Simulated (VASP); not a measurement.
# Ta (I4/mmm) in VASP: a series of runs

Ta is run at these levels: r2SCAN; tasks: single point.

Everything below comes from runs of VASP 6.6.1. Logs are shortened: lines on timing, memory, paths and dates and some standing lists are left out, and cuts for length are marked.

## Step 1: The cell of the first run

The structure is tetragonal, space group I4/mmm (No. 139). The conventional cell has a = 3.137 Å, b = 3.137 Å, c = 3.303 Å, α = 90.00°, β = 90.00°, γ = 90.00°. Within 3.6 Å of Ta (site symmetry 4/mmm) lie 14 Ta at 2.77 to 3.30 Å.

## Step 2: Single point, r2SCAN (strain -0.050 along x and y, +0.000 along z)

Contents of POSCAR:

```
Ta
1.0
   -1.5687160000      1.5687160000      1.6512800000
    1.5687160000     -1.5687160000      1.6512800000
    1.5687160000      1.5687160000     -1.6512800000
Ta
1
Direct
    0.0000000000      0.0000000000      0.0000000000
```

Contents of INCAR.step1:

```
PREC = Accurate ; ENCUT = 520
ISMEAR = 0 ; SIGMA = 0.15
LREAL = False ; LASPH = True
NELM = 80 ; NBANDS = 12
GGA = PE ; ALGO = Normal
EDIFF = 1E-4 ; LWAVE = True
LCHARG = False
```

Contents of INCAR.step2:

```
PREC = Accurate ; ENCUT = 520
EDIFF = 1E-6 ; ISMEAR = 0
SIGMA = 0.15 ; LREAL = False
LASPH = True ; NELM = 80
ALGO = Normal ; ISIF = 2
LWAVE = False ; LCHARG = False
METAGGA = R2SCAN ; LMIXTAU = True
NBANDS = 12 ; ISTART = 1
```

Contents of KPOINTS:

```
Automatic mesh
0
Gamma
  20 20 20
```

Potentials or basis: VASP PAW PBE potentials, release 64 (Ta_pv).

Command:

```sh
cat potpaw_PBE.64/Ta_pv/POTCAR > POTCAR
cp INCAR.step1 INCAR
mpirun -np 1 vasp_std > vasp.out
cp INCAR.step2 INCAR
mpirun -np 1 vasp_std > vasp.out
```

OUTCAR:

```text
PREC = Accurate
   ENCUT = 520
   EDIFF = 1E-6
   ISMEAR = 0
   LREAL = False
   LASPH = True
   NELM = 80
   ISIF = 2
   METAGGA = R2SCAN
   ISTART = 1

 ion  position               nearest neighbor table
   1  0.000  0.000  0.000-

  LATTYP: Found a body centered tetragonal cell.
 ALAT       =     3.1374320000
 C/A-ratio  =     1.0526315789

  Lattice vectors:

 A1 = (  -1.5687160000,   1.5687160000,   1.6512800000)
 A2 = (   1.5687160000,  -1.5687160000,   1.6512800000)
 A3 = (   1.5687160000,   1.5687160000,  -1.6512800000)

Analysis of symmetry for initial positions (statically):
=====================================================================
 Subroutine PRICEL returns:
 Original cell was already a primitive cell.

 Routine SETGRP: Setting up the symmetry group for a
 body centered tetragonal supercell.

 Subroutine GETGRP returns: Found 16 space group operations
 (whereof 16 operations were pure point group operations)
 out of a pool of 16 trial point group operations.

The static configuration has the point symmetry D_4h.

Analysis of symmetry for dynamics (positions and initial velocities):
=====================================================================
 Subroutine PRICEL returns:
 Original cell was already a primitive cell.

 Routine SETGRP: Setting up the symmetry group for a
 body centered tetragonal supercell.

 Subroutine GETGRP returns: Found 16 space group operations
 (whereof 16 operations were pure point group operations)
 out of a pool of 16 trial point group operations.

The dynamic configuration has the point symmetry D_4h.

 Subroutine INISYM returns: Found 16 space group operations
 (whereof 16 operations are pure point group operations),
 and found     1 'primitive' translations

----------------------------------------------------------------------------------------

                                     Primitive cell

  volume of cell :      16.2543

  direct lattice vectors                    reciprocal lattice vectors
    -1.568716000  1.568716000  1.651280000     0.000000000  0.318732008  0.302795407
     1.568716000 -1.568716000  1.651280000     0.318732008  0.000000000  0.302795407
     1.568716000  1.568716000 -1.651280000     0.318732008  0.318732008  0.000000000

  length of vectors
     2.765585908  2.765585908  2.765585908     0.439630699  0.439630699  0.450755128

  position of ions in fractional coordinates (direct lattice)
     0.000000000  0.000000000  0.000000000

  ion indices of the primitive-cell ions
[... 83 lines left out ...]
   TEBEG  =    0.0;   TEEND  =   0.0 temperature during run
   PSTRESS=    0.0 pullay stress
   NELECT =      11.0000    total number of electrons
   NUPDOWN=      -1.0000    fix difference up-down
   EMIN   =  10.00;   EMAX   =-10.00  energy-range for DOS
   EFERMI =   0.00;   METHOD = LEGACY
   ISMEAR =     0;   SIGMA  =   0.15  broadening in eV -4-tet -1-fermi 0-gaus
   EFERMI_NEDOS =   21; number of points for ismear=-14 and -15
   IALGO  =     38    algorithm
   IMIX   =      4    mixing-type and parameters
     AMIX     =   0.40;   BMIX     =  1.00
     AMIX_MAG =   1.60;   BMIX_MAG =  1.00
  volume/ion in A,a.u.               =      16.25       109.69
  Fermi-wavevector in a.u.,A,eV,Ry     =   1.437306  2.716115 28.107580  2.065849
  Thomas-Fermi vector in A             =   2.556398
   LORBIT       =      0    0 simple, 1 ext, 2 COOP (PROOUT), +10 PAW based schemes
   METAGGA = R2SCAN    functional components
   LHFCALC =     F    Hartree Fock is set to
   AEXX    =    0.0000 exact exchange contribution
   IVDW    =     0    specifies the selected vdW correction
   LEPSILON=     F    determine dielectric tensor
   LRPA    =     F    only Hartree local field effects (RPA)
 non-spin polarized calculation
 Gauss-broadening in eV      SIGMA  =   0.15
  energy-cutoff  :      520.00
  volume of cell :       16.25
 maximum number of plane-waves:       454
 NGX is ok and might be reduce to    24
   NGX = 11   NGY = 11   NGZ = 11

 number of electron      10.9999999 magnetization

 Free energy of the ion-electron system (eV)
  ---------------------------------------------------
  ext. energy  EPLUGINS =         0.00000000
  ---------------------------------------------------
  free energy    TOTEN  =       -48.42942678 eV

  energy without entropy =      -48.41663027  energy(sigma->0) =      -48.42302853

 E-fermi :   6.1876     XC(G=0): -14.3791

 val. band max:        6.1847268308   @ k =  -0.0500  -0.3500   0.0500
 cond. band min:       6.1877617538   @ k =  -0.1000   0.2000   0.0500
 fundamental gap:      0.0030349229
 Fermi energy:         6.1876467572

 k-point     1 :       0.0000    0.0000    0.0000
  band No.  band energies     occupation
      1     -27.6071      2.00000
      2     -27.5994      2.00000
      3     -27.5994      2.00000
      4      -2.5194      2.00000
      5       6.7879      0.00000
      6       6.7879      0.00000
      7       7.5519      0.00000
      8      10.3191      0.00000
      9      11.3709      0.00000
     10      18.7851      0.00000
     11      21.7962      0.00000
     12      22.8553      0.00000
[... 331 lines left out ...]
 k-point    24 :      -0.3500    0.0500    0.0000
  band No.  band energies     occupation
      1     -28.8947      2.00000
      2     -27.9810      2.00000
      3     -27.6275      2.00000
      4       0.9844      2.00000
      5       5.1317      2.00000
      6       6.0314      1.85936
      7      10.0405      0.00000
      8      11.6381      0.00000
      9      12.1054      0.00000
     10      18.7848      0.00000
     11      21.5042      0.00000
     12      23.0297      0.00000

 [... further k-points ...]

------------------------ aborting loop because EDIFF is reached ----------------------------------------

  FORCE on cell =-STRESS in cart. coord.  units (eV):
  Direction    XX          YY          ZZ          XY          YZ          ZX
  --------------------------------------------------------------------------------------
  -------------------------------------------------------------------------------------
  Total        3.0155500      3.0155500      2.2282160      0.0000000      0.0000000      0.0000000
  in kB      297.2403449    297.2403449    219.6334622      0.0000000      0.0000000      0.0000000
  external PRESSURE =     271.3713840 kB  Pullay stress =       0.0000000 kB

 VOLUME and BASIS-vectors are now :
 -----------------------------------------------------------------------------
  energy-cutoff  :      520.00
  volume of cell :       16.25
      direct lattice vectors                 reciprocal lattice vectors
    -1.568716000  1.568716000  1.651280000     0.000000000  0.318732008  0.302795407
     1.568716000 -1.568716000  1.651280000     0.318732008  0.000000000  0.302795407
     1.568716000  1.568716000 -1.651280000     0.318732008  0.318732008  0.000000000

 POSITION                                       TOTAL-FORCE (eV/Angst)
 -----------------------------------------------------------------------------------
      0.00000      0.00000      0.00000        -0.000000      0.000000     -0.000000
 -----------------------------------------------------------------------------------
    total drift:                                0.000000      0.000000     -0.000000

  FREE ENERGIE OF THE ION-ELECTRON SYSTEM (eV)
  ---------------------------------------------------
  free  energy   TOTEN  =       -48.4294267831 eV

  energy  without entropy=      -48.4166302737  energy(sigma->0) =      -48.42302853
```

Wall time 2.3 min (1 thread of Intel Xeon 6975P-C (Granite Rapids), shared host); peak memory 0.24 GiB.

Results:

| Property | Result |
| --- | --- |
| Free energy | -48.4294 eV |
| Pressure | 27.1 GPa |
| Band gap on the k mesh | zero (an odd number of electrons rules out a gap without spin polarisation) |

Stress tensor (GPa, compression positive):
```
29.72  0.00  0.00
 0.00 29.72  0.00
 0.00  0.00 21.96
```

Levels at points of the mesh, in eV from the Fermi level:
```tsv
k point	band 1	band 2	band 3	band 4	band 5	band 6	band 7	band 8	band 9	band 10
(0.00, 0.00, 0.00)	-33.79	-33.79	-33.79	-8.71	0.60	0.60	1.36	4.13	5.18	12.60
(0.50, 0.00, 0.00)	-35.51	-34.30	-33.79	-5.06	-1.63	1.90	4.11	5.87	9.06	12.60
(0.50, 0.50, 0.00)	-35.49	-34.38	-33.86	-5.07	-2.42	2.35	5.34	6.18	9.25	12.60
(0.50, 0.50, 0.50)	-35.07	-34.89	-34.89	-4.73	-4.55	7.86	8.08	8.08	9.13	10.56
```

Caveat: the cell differs from its parent crystal (strain -0.050 along x and y, +0.000 along z); the stress differs along the axes, from 22 to 30 GPa; the PAW data sets were made with another functional, which shifts forces and pressure a little; spin-orbit coupling is left out, which moves the levels of the heavy elements.

## Step 3: Single point, r2SCAN (strain -0.025 along x and y, -0.050 along z)

Contents of POSCAR:

```
Ta
1.0
   -1.6099980000      1.6099980000      1.5687160000
    1.6099980000     -1.6099980000      1.5687160000
    1.6099980000      1.6099980000     -1.5687160000
Ta
1
Direct
    0.0000000000      0.0000000000      0.0000000000
```

Contents of INCAR.step1:

```
SYSTEM = Ta
ALGO = Normal
EDIFF = 1E-4
ENCUT = 520
GGA = PE
ISMEAR = 0
LASPH = .TRUE.
LCHARG = .FALSE.
LREAL = .FALSE.
LWAVE = .TRUE.
NBANDS = 12
NELM = 60
PREC = Accurate
SIGMA = 0.15
```

Contents of INCAR.step2:

```
SYSTEM = Ta
ALGO = Normal
EDIFF = 1E-7
ENCUT = 520
ISIF = 2
ISMEAR = 0
ISTART = 1
LASPH = .TRUE.
LCHARG = .FALSE.
LMIXTAU = .TRUE.
LREAL = .FALSE.
LWAVE = .FALSE.
METAGGA = R2SCAN
NBANDS = 12
NELM = 60
PREC = Accurate
SIGMA = 0.15
```

Contents of KPOINTS:

```
k-points
0
G
  20 20 20
  0 0 0
```

Potentials or basis: VASP PAW PBE potentials, release 64 (Ta_pv).

Command:

```sh
cat potpaw_PBE.64/Ta_pv/POTCAR > POTCAR
cp INCAR.step1 INCAR
mpirun -np 1 vasp_std > vasp.out
cp INCAR.step2 INCAR
mpirun -np 1 vasp_std > vasp.out
```

Wall time 2.7 min (1 thread of Intel Xeon 6975P-C (Granite Rapids), shared host); peak memory 0.25 GiB.

The run converged. Its results:

* Free energy: -48.4413 eV
* Pressure: 26.8 GPa
* Band gap on the k mesh: zero (an odd number of electrons rules out a gap without spin polarisation)

Stress tensor (GPa, compression positive):
```
25.37  0.00  0.00
 0.00 25.37  0.00
 0.00  0.00 29.62
```

Levels at points of the mesh, in eV from the Fermi level:
```tsv
k point	band 3	band 4	band 5	band 6	band 7	band 8	band 9	band 10
(0.00, 0.00, 0.00)	-33.78	-8.69	0.58	0.98	0.98	4.41	4.97	12.60
(0.50, 0.00, 0.00)	-33.81	-5.05	-2.03	2.13	4.77	6.00	9.18	12.60
(0.50, 0.50, 0.00)	-33.78	-5.05	-1.62	1.90	4.30	5.67	9.10	12.60
(0.50, 0.50, 0.50)	-34.88	-4.67	-4.58	7.97	7.97	8.08	9.84	9.84
```

Caveat: the cell differs from its parent crystal (strain -0.025 along x and y, -0.050 along z); the cell stands under pressure; the PAW data sets were made with another functional, which shifts forces and pressure a little; spin-orbit coupling is left out, which moves the levels of the heavy elements.
